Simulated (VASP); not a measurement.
# Si6C (R-3) in VASP: a series of runs

Runs on Si6C. Level: PBE. Tasks: single point, relaxation of shape and atoms at fixed volume, relaxation of cell and atoms.

Program: VASP 6.6.1. These are calculated values, not measurements. Logs are shortened: lines on timing, memory, paths and dates and some standing lists are left out, and cuts for length are marked.

## 1. The cell of the first run

It takes space group R-3 (No. 148, trigonal). Conventional cell: a = 9.498 Å, b = 9.498 Å, c = 8.834 Å, α = 90.00°, β = 90.00°, γ = 120.00°. Within 2.6 Å of Si (site symmetry 1) lie 1 C at 1.97 Å and 3 Si at 2.33 to 2.39 Å. Si (site symmetry 1) has 4 Si at 2.30 to 2.33 Å within 3.0 Å. Within 2.1 Å of C (site symmetry 3) lie 1 C at 1.57 Å and 3 Si at 1.97 Å.

## 2. Single point, PBE (16.43 Å³/atom)

Contents of INCAR:

```
SYSTEM = Si6C
PREC = Accurate ; ENCUT = 520
EDIFF = 1E-6 ; ISMEAR = 0
SIGMA = 0.02 ; LREAL = .False.
LASPH = .True. ; NELM = 100
ALGO = Normal ; ISIF = 2
LWAVE = .False. ; LCHARG = .False.
GGA = PE ; NBANDS = 41
```

Contents of KPOINTS:

```
Automatic mesh
0
Gamma
  6 6 6
  0 0 0
```

Contents of POSCAR:

```
Si6C
1.0
    4.7488144240      2.7417292860      2.9447077653
   -4.7488144240      2.7417292860      2.9447077653
    0.0000000000     -5.4834585720      2.9447077653
Si C
12 2
Direct
    0.3862071090      0.1365839480      0.0124705441
    0.6137928910      0.8634160520      0.9875294559
    0.6177269916      0.7407182075      0.3214190397
    0.3822730084      0.2592817925      0.6785809603
    0.0124705441      0.3862071090      0.1365839480
    0.9875294559      0.6137928910      0.8634160520
    0.3214190397      0.6177269916      0.7407182075
    0.6785809603      0.3822730084      0.2592817925
    0.1365839480      0.0124705441      0.3862071090
    0.8634160520      0.9875294559      0.6137928910
    0.2592817925      0.6785809603      0.3822730084
    0.7407182075      0.3214190397      0.6177269916
    0.9108596907      0.9108596907      0.9108596907
    0.0891403093      0.0891403093      0.0891403093
```

Potentials or basis: VASP PAW PBE potentials, release 64 (Si, C).

Started as:

```console
> cat potpaw_PBE.64/Si/POTCAR potpaw_PBE.64/C/POTCAR > POTCAR
> mpirun -np 1 vasp_std > vasp.out
```

OUTCAR:

```text
SYSTEM = Si6C
   PREC = Accurate
   ENCUT = 520
   EDIFF = 1E-6
   ISMEAR = 0
   LREAL = .False.
   LASPH = .True.
   NELM = 100
   ISIF = 2
   GGA = PE

 ion  position               nearest neighbor table
   1  0.386  0.137  0.012-  14 1.97   8 2.33   4 2.33   2 2.39   9 3.13   5 3.13
   2  0.614  0.863  0.988-  13 1.97   7 2.33   3 2.33   1 2.39  10 3.13   6 3.13
   3  0.618  0.741  0.321-  11 2.30   8 2.30  10 2.33   2 2.33
   4  0.382  0.259  0.679-  12 2.30   7 2.30   9 2.33   1 2.33
   5  0.012  0.386  0.137-  14 1.97  11 2.33   8 2.33   6 2.39   9 3.13   1 3.13
   6  0.988  0.614  0.863-  13 1.97  12 2.33   7 2.33   5 2.39  10 3.13   2 3.13
   7  0.321  0.618  0.741-  11 2.30   4 2.30   2 2.33   6 2.33
   8  0.679  0.382  0.259-  12 2.30   3 2.30   1 2.33   5 2.33
   9  0.137  0.012  0.386-  14 1.97   4 2.33  11 2.33  10 2.39   1 3.13   5 3.13
  10  0.863  0.988  0.614-  13 1.97   3 2.33  12 2.33   9 2.39   2 3.13   6 3.13
  11  0.259  0.679  0.382-   7 2.30   3 2.30   5 2.33   9 2.33
  12  0.741  0.321  0.618-   8 2.30   4 2.30   6 2.33  10 2.33
  13  0.911  0.911  0.911-  14 1.57  10 1.97   2 1.97   6 1.97
  14  0.089  0.089  0.089-  13 1.57   9 1.97   1 1.97   5 1.97

  LATTYP: Found a trigonal (rhomboedric) cell.
 ALAT       =     6.2241161408
 COS(alpha) =    -0.1642467027

  Lattice vectors:

 A1 = (   4.7488144240,   2.7417292860,   2.9447077653)
 A2 = (  -4.7488144240,   2.7417292860,   2.9447077653)
 A3 = (   0.0000000000,  -5.4834585720,   2.9447077653)

Analysis of symmetry for initial positions (statically):
=====================================================================
 Subroutine PRICEL returns:
 Original cell was already a primitive cell.

 Routine SETGRP: Setting up the symmetry group for a
 trigonal (rhombohedral) supercell.

 Subroutine GETGRP returns: Found  6 space group operations
 (whereof  6 operations were pure point group operations)
 out of a pool of 12 trial point group operations.

The static configuration has the point symmetry S_6 .

Analysis of symmetry for dynamics (positions and initial velocities):
=====================================================================
 Subroutine PRICEL returns:
 Original cell was already a primitive cell.

 Routine SETGRP: Setting up the symmetry group for a
 trigonal (rhombohedral) supercell.

 Subroutine GETGRP returns: Found  6 space group operations
 (whereof  6 operations were pure point group operations)
 out of a pool of 12 trial point group operations.

The dynamic configuration has the point symmetry S_6 .

 Subroutine INISYM returns: Found  6 space group operations
 (whereof  6 operations are pure point group operations),
 and found     1 'primitive' translations

----------------------------------------------------------------------------------------

                                     Primitive cell

  volume of cell :     230.0399

  direct lattice vectors                    reciprocal lattice vectors
     4.748814424  2.741729286  2.944707765     0.105289438  0.060788885  0.113197424
    -4.748814424  2.741729286  2.944707765    -0.105289438  0.060788885  0.113197424
     0.000000000 -5.483458572  2.944707765     0.000000000 -0.121577770  0.113197424

  length of vectors
     6.224116141  6.224116141  6.224116141     0.166116860  0.166116860  0.166116860

  position of ions in fractional coordinates (direct lattice)
     0.386207109  0.136583948  0.012470544
     0.613792891  0.863416052  0.987529456
     0.617726992  0.740718208  0.321419040
     0.382273008  0.259281792  0.678580960
     0.012470544  0.386207109  0.136583948
     0.987529456  0.613792891  0.863416052
     0.321419040  0.617726992  0.740718208
     0.678580960  0.382273008  0.259281792
     0.136583948  0.012470544  0.386207109
     0.863416052  0.987529456  0.613792891
     0.259281792  0.678580960  0.382273008
     0.740718208  0.321419040  0.617726992
     0.910859691  0.910859691  0.910859691
     0.089140309  0.089140309  0.089140309

  ion indices of the primitive-cell ions
   primitive index   ion index
                 1           1
                 2           2
                 3           3
                 4           4
                 5           5
                 6           6
                 7           7
                 8           8
                 9           9
                10          10
                11          11
                12          12
                13          13
                14          14

----------------------------------------------------------------------------------------

 KPOINTS: Automatic mesh

Automatic generation of k-mesh.
 Grid dimensions read from file:
 generate k-points for:    6    6    6

 Generating k-lattice:

  Cartesian coordinates                     Fractional coordinates (reciprocal lattice)
     0.017548240  0.010131481  0.018866237     0.166666667  0.000000000  0.000000000
    -0.017548240  0.010131481  0.018866237     0.000000000  0.166666667  0.000000000
     0.000000000 -0.020262962  0.018866237     0.000000000  0.000000000  0.166666667

  Length of vectors
     0.027686143  0.027686143  0.027686143

  Shift w.r.t. Gamma in fractional coordinates (k-lattice)
     0.000000000  0.000000000  0.000000000

 Subroutine IBZKPT returns following result:
 ===========================================

 Found     40 irreducible k-points:

 Following reciprocal coordinates:
            Coordinates               Weight
  0.000000  0.000000  0.000000      1.000000
  0.166667 -0.000000  0.000000      6.000000
  0.333333 -0.000000  0.000000      6.000000
  0.500000  0.000000  0.000000      3.000000
  0.166667  0.166667  0.000000      6.000000
  0.333333  0.166667  0.000000      6.000000
[... 16 lines left out ...]
  0.333333  0.333333  0.166667      6.000000
  0.500000  0.333333  0.166667      6.000000
 [... further k-points ...]
   k-points           NKPTS =     40   k-points in BZ     NKDIM =     40   number of bands    NBANDS=     41
   number of dos      NEDOS =    301   number of ions     NIONS =     14
   total plane-waves  NPLWV = 110592
   dimension x,y,z NGX =    48 NGY =   48 NGZ =   48
   dimension x,y,z NGXF=    96 NGYF=   96 NGZF=   96
   ions per type =              12   2
   NGX,Y,Z   is equivalent  to a cutoff of  12.82, 12.82, 12.82 a.u.
   NGXF,Y,Z  is equivalent  to a cutoff of  25.64, 25.64, 25.64 a.u.
 SYSTEM =  Si6C
   PREC   = accura    normal or accurate (medium, high low for compatibility)
   ISTART =      0    job   : 0-new  1-cont  2-samecut
   ICHARG =      2    charge: 1-file 2-atom 10-const
   ISPIN  =      1    spin polarized calculation?
   LNONCOLLINEAR =      F non collinear calculations
   LSORBIT =      F    spin-orbit coupling
   LASPH  =      T    aspherical Exc in radial PAW
   ENCUT  =  520.0 eV  38.22 Ry    6.18 a.u.  11.57 11.57 11.57*2*pi/ulx,y,z
   NELM   =    100;   NELMIN=  2; NELMDL= -5     # of ELM steps
   EDIFF  = 0.1E-05   stopping-criterion for ELM
   LREAL  =      F    real-space projection
   EDIFFG = 0.1E-04   stopping-criterion for IOM
   NSW    =      0    number of steps for IOM
   IBRION =     -1    ionic relax: 0-MD 1-quasi-New 2-CG
   NFREE  =      0    steps in history (QN), initial steepest desc. (CG)
   ISIF   =      2    stress and relaxation
   ISYM   =      2    0-nonsym 1-usesym 2-fastsym
   POTIM  = 0.5000    time-step for ionic-motion
   TEBEG  =    0.0;   TEEND  =   0.0 temperature during run
   PSTRESS=    0.0 pullay stress
   NELECT =      56.0000    total number of electrons
   NUPDOWN=      -1.0000    fix difference up-down
   EMIN   =  10.00;   EMAX   =-10.00  energy-range for DOS
   EFERMI =   0.00;   METHOD = LEGACY
   ISMEAR =     0;   SIGMA  =   0.02  broadening in eV -4-tet -1-fermi 0-gaus
   EFERMI_NEDOS =   21; number of points for ismear=-14 and -15
   IALGO  =     38    algorithm
   IMIX   =      4    mixing-type and parameters
     AMIX     =   0.40;   BMIX     =  1.00
     AMIX_MAG =   1.60;   BMIX_MAG =  1.00
  volume/ion in A,a.u.               =      16.43       110.88
  Fermi-wavevector in a.u.,A,eV,Ry     =   1.022201  1.931680 14.216667  1.044896
  Thomas-Fermi vector in A             =   2.155868
   LORBIT       =      0    0 simple, 1 ext, 2 COOP (PROOUT), +10 PAW based schemes
   GGA     = PE    functional components
   LHFCALC =     F    Hartree Fock is set to
   AEXX    =    0.0000 exact exchange contribution
   IVDW    =     0    specifies the selected vdW correction
   LEPSILON=     F    determine dielectric tensor
   LRPA    =     F    only Hartree local field effects (RPA)
 non-spin polarized calculation
 Gauss-broadening in eV      SIGMA  =   0.02
  energy-cutoff  :      520.00
  volume of cell :      230.04
 maximum number of plane-waves:      6223
 NGX is ok and might be reduce to    48
   NGX = 23   NGY = 23   NGZ = 23

 number of electron      56.0000003 magnetization

 Free energy of the ion-electron system (eV)
  ---------------------------------------------------
  ext. energy  EPLUGINS =         0.00000000
  ---------------------------------------------------
  free energy    TOTEN  =       -80.69686580 eV

  energy without entropy =      -80.69686580  energy(sigma->0) =      -80.69686580

 E-fermi :   7.1111     XC(G=0): -10.0600

 val. band max:        7.0146942419   @ k =   0.0000   0.0000   0.0000
 cond. band min:       7.5872090473   @ k =   0.5000   0.5000   0.5000
 fundamental gap:      0.5725148054
 Fermi energy:         7.1111467713

 k-point     1 :       0.0000    0.0000    0.0000
  band No.  band energies     occupation
      1      -7.9101      2.00000
      2      -4.6552      2.00000
      3      -4.3608      2.00000
      4      -2.3327      2.00000
      5      -2.3327      2.00000
      6      -2.3242      2.00000
[... 32 lines left out ...]
     39      11.1908      0.00000
     40      11.1911      0.00000

 k-point     2 :       0.1667   -0.0000    0.0000
  band No.  band energies     occupation
      1      -7.8863      2.00000
      2      -4.8201      2.00000
      3      -4.1608      2.00000
      4      -2.9436      2.00000
      5      -2.5127      2.00000
      6      -2.0207      2.00000
[... 32 lines left out ...]
     39      11.1161      0.00000
     40      11.1691      0.00000

 k-point     3 :       0.3333   -0.0000    0.0000
  band No.  band energies     occupation
      1      -7.8359      2.00000
      2      -5.0196      2.00000
      3      -3.8701      2.00000
      4      -3.3524      2.00000
      5      -2.5534      2.00000
      6      -2.0118      2.00000
[... 32 lines left out ...]
     39      11.1261      0.00000
     40      11.3097      0.00000

 k-point     4 :       0.5000    0.0000    0.0000
  band No.  band energies     occupation
      1      -7.8093      2.00000
      2      -5.1033      2.00000
      3      -3.7013      2.00000
      4      -3.5191      2.00000
      5      -2.5013      2.00000
      6      -2.2205      2.00000
[... 32 lines left out ...]
     39      11.0692      0.00000
     40      11.0839      0.00000
[... 772 lines left out ...]
     39      10.9349      0.00000
     40      11.2949      0.00000

 k-point    23 :       0.3333    0.3333    0.1667
  band No.  band energies     occupation
      1      -7.7556      2.00000
      2      -4.9158      2.00000
      3      -4.0190      2.00000
      4      -3.5164      2.00000
      5      -3.1870      2.00000
      6      -1.9107      2.00000
[... 32 lines left out ...]
     39      10.8575      0.00000
     40      11.0620      0.00000

 k-point    24 :       0.5000    0.3333    0.1667
  band No.  band energies     occupation
      1      -7.7462      2.00000
      2      -4.7457      2.00000
      3      -4.2456      2.00000
      4      -3.4977      2.00000
      5      -3.0564      2.00000
      6      -2.3719      2.00000
[... 32 lines left out ...]
     39      10.7213      0.00000
     40      11.0766      0.00000

 [... further k-points ...]

 [bands above 40 left out]

------------------------ aborting loop because EDIFF is reached ----------------------------------------

  FORCE on cell =-STRESS in cart. coord.  units (eV):
  Direction    XX          YY          ZZ          XY          YZ          ZX
  --------------------------------------------------------------------------------------
  -------------------------------------------------------------------------------------
  Total        4.8856372      4.8856372      4.8916117     -0.0000000      0.0000000     -0.0000000
  in kB       34.0273848     34.0273848     34.0689958     -0.0000002      0.0000000     -0.0000000
  external PRESSURE =      34.0412551 kB  Pullay stress =       0.0000000 kB

 VOLUME and BASIS-vectors are now :
 -----------------------------------------------------------------------------
  energy-cutoff  :      520.00
  volume of cell :      230.04
      direct lattice vectors                 reciprocal lattice vectors
     4.748814424  2.741729286  2.944707765     0.105289438  0.060788885  0.113197424
    -4.748814424  2.741729286  2.944707765    -0.105289438  0.060788885  0.113197424
     0.000000000 -5.483458572  2.944707765     0.000000000 -0.121577770  0.113197424

 POSITION                                       TOTAL-FORCE (eV/Angst)
 -----------------------------------------------------------------------------------
      1.18541      1.36497      1.57619         0.003674      0.009687      0.006021
     -1.18541     -1.36497      7.25793        -0.003674     -0.009687     -0.006021
     -0.58406      1.96200      4.94671         0.000754     -0.000702     -0.002148
      0.58406     -1.96200      3.88741        -0.000754      0.000702      0.002148
     -1.77481      0.34411      1.57619        -0.010226     -0.001662      0.006021
      1.77481     -0.34411      7.25793         0.010226      0.001662     -0.006021
     -1.40711     -1.48681      4.94671         0.000231      0.001004     -0.002148
      1.40711      1.48681      3.88741        -0.000231     -0.001004      0.002148
      0.58939     -1.70908      1.57619         0.006552     -0.008025      0.006021
     -0.58939      1.70908      7.25793        -0.006552      0.008025     -0.006021
     -1.99117      0.47519      3.88741         0.000985      0.000302      0.002148
      1.99117     -0.47519      4.94671        -0.000985     -0.000302     -0.002148
      0.00000      0.00000      8.04665        -0.000000     -0.000000     -0.019344
      0.00000      0.00000      0.78748        -0.000000      0.000000      0.019344
 -----------------------------------------------------------------------------------
    total drift:                                0.000000     -0.000000      0.000000

  FREE ENERGIE OF THE ION-ELECTRON SYSTEM (eV)
  ---------------------------------------------------
  free  energy   TOTEN  =       -80.6968657952 eV

  energy  without entropy=      -80.6968657952  energy(sigma->0) =      -80.69686580
```

Wall time 9 min (1 thread of Intel Xeon Platinum 8259CL at 2.50GHz (Skylake/Cascade Lake), shared host); peak memory 0.47 GiB.

Results:

* Free energy: -80.6969 eV
* Pressure: 3.4 GPa
* Largest force: 0.019 eV/Å
* Band gap on the k mesh: 0.57 eV (least direct gap 1.10 eV)

Forces in eV/Å, atoms in the order of the input:
```
Si   0.004  0.010  0.006
Si  -0.004 -0.010 -0.006
Si   0.001 -0.001 -0.002
Si  -0.001  0.001  0.002
Si  -0.010 -0.002  0.006
Si   0.010  0.002 -0.006
Si   0.000  0.001 -0.002
Si   0.000 -0.001  0.002
Si   0.007 -0.008  0.006
Si  -0.007  0.008 -0.006
Si   0.001  0.000  0.002
Si  -0.001  0.000 -0.002
C    0.000  0.000 -0.019
C    0.000  0.000  0.019
```

Caveat: the cell stands under pressure. A k mesh can miss the band edges.

(Continued in part 2 of 2.)
